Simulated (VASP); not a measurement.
# AlN in VASP: notebook, part 2 of 2

VASP 6.6.1.

## 5. Single point, PBE

This run uses another cell than the first one, of 10.43 Å³/atom, 1.021 times its volume.

INCAR

```
  PREC = Accurate
  ENCUT = 520
  EDIFF = 1E-6
  ISMEAR = -1
  SIGMA = 0.02
  LREAL = F
  LASPH = T
  NELM = 100
  ALGO = Normal
  ISIF = 2
  LWAVE = F
  LCHARG = T
  GGA = PE
  LELF = T
  LVHAR = T
  NBANDS = 11
```

KPOINTS

```
Automatic mesh
0
Gamma
  10 10 10
```

POSCAR

```
AlN
1.0
    0.0000000000      2.1848764125      2.1848764125
    2.1848764125      0.0000000000      2.1848764125
    2.1848764125      2.1848764125      0.0000000000
Al N
1 1
Direct
    0.0000000000      0.0000000000      0.0000000000
    0.2500000000      0.2500000000      0.2500000000
```

Potentials or basis: VASP PAW PBE potentials, release 64 (Al, N).

The run is started by

```
cat potpaw_PBE.64/Al/POTCAR potpaw_PBE.64/N/POTCAR > POTCAR
mpirun -np 1 vasp_std > vasp.out
```

OUTCAR:

```text
PREC = Accurate
   ENCUT = 520
   EDIFF = 1E-6
   ISMEAR = -1
   LREAL = F
   LASPH = T
   NELM = 100
   ISIF = 2
   GGA = PE

 ion  position               nearest neighbor table
   1  0.000  0.000  0.000-   2 1.89   2 1.89   2 1.89   2 1.89
   2  0.250  0.250  0.250-   1 1.89   1 1.89   1 1.89   1 1.89

  LATTYP: Found a face centered cubic cell.
 ALAT       =     4.3697528250

  Lattice vectors:

 A1 = (   0.0000000000,   2.1848764125,   2.1848764125)
 A2 = (   2.1848764125,   0.0000000000,   2.1848764125)
 A3 = (   2.1848764125,   2.1848764125,   0.0000000000)

Analysis of symmetry for initial positions (statically):
=====================================================================
 Subroutine PRICEL returns:
 Original cell was already a primitive cell.

 Routine SETGRP: Setting up the symmetry group for a
 face centered cubic supercell.

 Subroutine GETGRP returns: Found 24 space group operations
 (whereof 24 operations were pure point group operations)
 out of a pool of 48 trial point group operations.

The static configuration has the point symmetry T_d .

Analysis of symmetry for dynamics (positions and initial velocities):
=====================================================================
 Subroutine PRICEL returns:
 Original cell was already a primitive cell.

 Routine SETGRP: Setting up the symmetry group for a
 face centered cubic supercell.

 Subroutine GETGRP returns: Found 24 space group operations
 (whereof 24 operations were pure point group operations)
 out of a pool of 48 trial point group operations.

The dynamic configuration has the point symmetry T_d .

 Subroutine INISYM returns: Found 24 space group operations
 (whereof 24 operations are pure point group operations),
 and found     1 'primitive' translations

----------------------------------------------------------------------------------------

                                     Primitive cell

  volume of cell :      20.8598

  direct lattice vectors                    reciprocal lattice vectors
     0.000000000  2.184876412  2.184876412    -0.228845896  0.228845896  0.228845896
     2.184876412  0.000000000  2.184876412     0.228845896 -0.228845896  0.228845896
     2.184876412  2.184876412  0.000000000     0.228845896  0.228845896 -0.228845896

  length of vectors
     3.089881855  3.089881855  3.089881855     0.396372719  0.396372719  0.396372719

  position of ions in fractional coordinates (direct lattice)
     0.000000000  0.000000000  0.000000000
     0.250000000  0.250000000  0.250000000

  ion indices of the primitive-cell ions
   primitive index   ion index
                 1           1
                 2           2

----------------------------------------------------------------------------------------

 KPOINTS: Automatic mesh

Automatic generation of k-mesh.
 Grid dimensions read from file:
 generate k-points for:   10   10   10

 Generating k-lattice:

  Cartesian coordinates                     Fractional coordinates (reciprocal lattice)
    -0.022884590  0.022884590  0.022884590     0.100000000  0.000000000  0.000000000
     0.022884590 -0.022884590  0.022884590     0.000000000  0.100000000  0.000000000
     0.022884590  0.022884590 -0.022884590     0.000000000  0.000000000  0.100000000

  Length of vectors
     0.039637272  0.039637272  0.039637272

  Shift w.r.t. Gamma in fractional coordinates (k-lattice)
     0.000000000  0.000000000  0.000000000

 Subroutine IBZKPT returns following result:
 ===========================================

 Found     47 irreducible k-points:

 Following reciprocal coordinates:
            Coordinates               Weight
  0.000000  0.000000  0.000000      1.000000
  0.100000  0.000000  0.000000      8.000000
  0.200000  0.000000  0.000000      8.000000
  0.300000  0.000000  0.000000      8.000000
  0.400000  0.000000  0.000000      8.000000
  0.500000  0.000000  0.000000      4.000000
[... 16 lines left out ...]
  0.300000  0.300000  0.000000      6.000000
  0.400000  0.300000  0.000000     24.000000
 [... further k-points ...]
   k-points           NKPTS =     47   k-points in BZ     NKDIM =     47   number of bands    NBANDS=     11
   number of dos      NEDOS =    301   number of ions     NIONS =      2
   total plane-waves  NPLWV =  13824
   dimension x,y,z NGX =    24 NGY =   24 NGZ =   24
   dimension x,y,z NGXF=    48 NGYF=   48 NGZF=   48
   ions per type =               1   1
   NGX,Y,Z   is equivalent  to a cutoff of  12.91, 12.91, 12.91 a.u.
   NGXF,Y,Z  is equivalent  to a cutoff of  25.83, 25.83, 25.83 a.u.
 SYSTEM =  unknown system
   PREC   = accura    normal or accurate (medium, high low for compatibility)
   ISTART =      0    job   : 0-new  1-cont  2-samecut
   ICHARG =      2    charge: 1-file 2-atom 10-const
   ISPIN  =      1    spin polarized calculation?
   LNONCOLLINEAR =      F non collinear calculations
   LSORBIT =      F    spin-orbit coupling
   LASPH  =      T    aspherical Exc in radial PAW
   ENCUT  =  520.0 eV  38.22 Ry    6.18 a.u.   5.75  5.75  5.75*2*pi/ulx,y,z
   NELM   =    100;   NELMIN=  2; NELMDL= -5     # of ELM steps
   EDIFF  = 0.1E-05   stopping-criterion for ELM
   LREAL  =      F    real-space projection
   EDIFFG = 0.1E-04   stopping-criterion for IOM
   NSW    =      0    number of steps for IOM
   IBRION =     -1    ionic relax: 0-MD 1-quasi-New 2-CG
   NFREE  =      0    steps in history (QN), initial steepest desc. (CG)
   ISIF   =      2    stress and relaxation
   ISYM   =      2    0-nonsym 1-usesym 2-fastsym
   POTIM  = 0.5000    time-step for ionic-motion
   TEBEG  =    0.0;   TEEND  =   0.0 temperature during run
   PSTRESS=    0.0 pullay stress
   NELECT =       8.0000    total number of electrons
   NUPDOWN=      -1.0000    fix difference up-down
   EMIN   =  10.00;   EMAX   =-10.00  energy-range for DOS
   EFERMI =   0.00;   METHOD = LEGACY
   ISMEAR =    -1;   SIGMA  =   0.02  broadening in eV -4-tet -1-fermi 0-gaus
   EFERMI_NEDOS =   21; number of points for ismear=-14 and -15
   IALGO  =     38    algorithm
   IMIX   =      4    mixing-type and parameters
     AMIX     =   0.40;   BMIX     =  1.00
     AMIX_MAG =   1.60;   BMIX_MAG =  1.00
  volume/ion in A,a.u.               =      10.43        70.38
  Fermi-wavevector in a.u.,A,eV,Ry     =   1.189418  2.247675 19.248378  1.414716
  Thomas-Fermi vector in A             =   2.325526
   LORBIT       =      0    0 simple, 1 ext, 2 COOP (PROOUT), +10 PAW based schemes
   GGA     = PE    functional components
   LHFCALC =     F    Hartree Fock is set to
   AEXX    =    0.0000 exact exchange contribution
   IVDW    =     0    specifies the selected vdW correction
   LEPSILON=     F    determine dielectric tensor
   LRPA    =     F    only Hartree local field effects (RPA)
 non-spin polarized calculation
  energy-cutoff  :      520.00
  volume of cell :       20.86
 maximum number of plane-waves:       588
   NGX = 11   NGY = 11   NGZ = 11

 number of electron       8.0000000 magnetization

 Free energy of the ion-electron system (eV)
  ---------------------------------------------------
  ext. energy  EPLUGINS =         0.00000000
  ---------------------------------------------------
  free energy    TOTEN  =       -14.84117527 eV

  energy without entropy =      -14.84117527  energy(sigma->0) =      -14.84117527

 E-fermi :   6.3702     XC(G=0): -10.9284

 val. band max:        5.9585729411   @ k =   0.0000   0.0000   0.0000
 cond. band min:       9.2756758831   @ k =   0.5000   0.5000   0.0000
 fundamental gap:      3.3171029420
 Fermi energy:         6.3701751044

 k-point     1 :       0.0000    0.0000    0.0000
  band No.  band energies     occupation
      1      -9.0151      2.00000
      2       5.9586      2.00000
      3       5.9586      2.00000
      4       5.9586      2.00000
      5      10.1437      0.00000
      6      18.5069      0.00000
      7      18.5069      0.00000
      8      18.5069      0.00000
      9      23.6376      0.00000
     10      23.6376      0.00000
     11      25.0371      0.00000
[... 309 lines left out ...]
 k-point    24 :       0.4000    0.3000    0.0000
  band No.  band energies     occupation
      1      -7.0116      2.00000
      2       1.8127      2.00000
      3       4.2587      2.00000
      4       4.5570      2.00000
      5      10.8717      0.00000
      6      15.4860      0.00000
      7      18.1968      0.00000
      8      20.5340      0.00000
      9      21.0430      0.00000
     10      27.2580      0.00000
     11      29.5024      0.00000

 [... further k-points ...]

------------------------ aborting loop because EDIFF is reached ----------------------------------------

  FORCE on cell =-STRESS in cart. coord.  units (eV):
  Direction    XX          YY          ZZ          XY          YZ          ZX
  --------------------------------------------------------------------------------------
  -------------------------------------------------------------------------------------
  Total        0.5635357      0.5635357      0.5635357      0.0000000      0.0000000      0.0000000
  in kB       43.2833986     43.2833986     43.2833986      0.0000000      0.0000000      0.0000000
  external PRESSURE =      43.2833986 kB  Pullay stress =       0.0000000 kB

 VOLUME and BASIS-vectors are now :
 -----------------------------------------------------------------------------
  energy-cutoff  :      520.00
  volume of cell :       20.86
      direct lattice vectors                 reciprocal lattice vectors
     0.000000000  2.184876412  2.184876412    -0.228845896  0.228845896  0.228845896
     2.184876412  0.000000000  2.184876412     0.228845896 -0.228845896  0.228845896
     2.184876412  2.184876412  0.000000000     0.228845896  0.228845896 -0.228845896

 POSITION                                       TOTAL-FORCE (eV/Angst)
 -----------------------------------------------------------------------------------
      0.00000      0.00000      0.00000         0.000000     -0.000000      0.000000
      1.09244      1.09244      1.09244        -0.000000      0.000000     -0.000000
 -----------------------------------------------------------------------------------
    total drift:                                0.000000      0.000000      0.000000

  FREE ENERGIE OF THE ION-ELECTRON SYSTEM (eV)
  ---------------------------------------------------
  free  energy   TOTEN  =       -14.8411752742 eV

  energy  without entropy=      -14.8411752742  energy(sigma->0) =      -14.84117527
```

OSZICAR:

```text
N       E                     dE             d eps       ncg     rms          rms(c)
DAV:   1     0.102694568726E+02    0.10269E+02   -0.38269E+03  1042   0.604E+02
DAV:   2    -0.163139629647E+02   -0.26583E+02   -0.25862E+02  1237   0.134E+02
DAV:   3    -0.172140937998E+02   -0.90013E+00   -0.89889E+00  1262   0.239E+01
DAV:   4    -0.172192925979E+02   -0.51988E-02   -0.51985E-02  1181   0.195E+00
DAV:   5    -0.172193586039E+02   -0.66006E-04   -0.66005E-04  1252   0.207E-01    0.862E+00
DAV:   6    -0.148512519221E+02    0.23681E+01   -0.11867E+01  1218   0.173E+01    0.283E+00
DAV:   7    -0.148476577879E+02    0.35941E-02   -0.16960E-01  1127   0.323E+00    0.206E+00
DAV:   8    -0.148425400653E+02    0.51177E-02   -0.28152E-02  1115   0.159E+00    0.582E-01
DAV:   9    -0.148411177718E+02    0.14223E-02   -0.40623E-03  1238   0.378E-01    0.233E-01
DAV:  10    -0.148411628366E+02   -0.45065E-04   -0.40713E-04  1121   0.131E-01    0.206E-02
DAV:  11    -0.148411753825E+02   -0.12546E-04   -0.12140E-05  1208   0.261E-02    0.160E-02
DAV:  12    -0.148411752742E+02    0.10835E-06   -0.38356E-07   715   0.477E-03
   1 F= -.14841175E+02 E0= -.14841175E+02  d E =-.945099E-11
```

Run time: 14 s. Hardware: 1 thread of Intel Xeon 8259CL, shared host; peak memory 0.13 GiB.

Results:

| Quantity | Value |
| --- | --- |
| Free energy | -14.8412 eV |
| Pressure | 4.3 GPa |
| Band gap on the k mesh | 3.32 eV, indirect (least direct gap 4.19 eV) |

A k mesh can miss the band edges. Expect the measured gap to be larger: semilocal functionals such as PBE lack the derivative discontinuity.

## 6. Overview

```csv
cell,k mesh,smearing,gap on the mesh (eV),pressure (GPa)
"a = 3.090, b = 3.090, c = 3.028 Å, angles 60.7, 60.7, 58.7°, 2 atoms",6 × 6 × 6,gaussian 0.01 eV,3.21,8.7
"a = 3.090, b = 3.090, c = 3.059 Å, angles 60.3, 60.3, 59.3°, 2 atoms",6 × 6 × 6,gaussian 0.01 eV,3.26,6.4
"a = 3.089, b = 3.089, c = 3.121 Å, angles 59.7, 59.7, 60.7°, 2 atoms",6 × 6 × 6,gaussian 0.01 eV,3.20,2.4
"a = 3.090 Å, angles 60.0°, 2 atoms",10 × 10 × 10,fermi-dirac 0.02 eV,3.32,4.3
```

Alike in all rows: task single point; level PBE; potentials or basis VASP PAW PBE potentials, release 64 (Al, N); no spin polarisation; cutoff (eV) 520.

Total energies depend on the potentials used, so only differences within one code and one set of settings carry meaning.
